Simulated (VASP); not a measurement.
A run of VASP 6.6.1:

Contents of INCAR:

```
PREC     = Accurate       # precision mode
ENCUT    = 520            # plane-wave cutoff, eV
EDIFF    = 1E-6           # SCF threshold, eV
ISMEAR   = 0              # smearing method
SIGMA    = 0.02           # smearing width, eV
LREAL    = False          # projectors in reciprocal space
LASPH    = True           # aspherical terms in the spheres
NELM     = 100            # most SCF steps
ALGO     = Normal         # electronic algorithm
ISIF     = 2              # what is computed and relaxed
LWAVE    = False          # write WAVECAR
LCHARG   = True           # write CHGCAR
GGA      = PE             # functional
LELF     = True           # ELF
LVHAR    = True         
NBANDS   = 16             # bands
```

The input KPOINTS:

```
regular mesh
0
Gamma
  10 10 10
```

The input POSCAR:

```
GaP
1.0
    0.0000000000      2.5471585749      2.5471585749
    2.5471585749      0.0000000000      2.5471585749
    2.5471585749      2.5471585749      0.0000000000
Ga P
1 1
Direct
    0.0000000000      0.0000000000      0.0000000000
    0.2500000000      0.2500000000      0.2500000000
```

Potentials or basis: VASP PAW PBE potentials, release 64 (Ga_d, P).

Run with:

```console
$ cat potpaw_PBE.64/Ga_d/POTCAR potpaw_PBE.64/P/POTCAR > POTCAR
$ mpirun -np 1 vasp_std > vasp.out
```

Hardware: 1 thread of Intel(R) Xeon(R) 6975P-C (Granite Rapids), on a shared host.

Q: Estimate the wall time of this run.

A: It took 11 s on 1 thread of Intel(R) Xeon(R) 6975P-C (Granite Rapids), on a shared host, peak memory 0.16 GiB. Counts: scf iterations 12, k points 47.
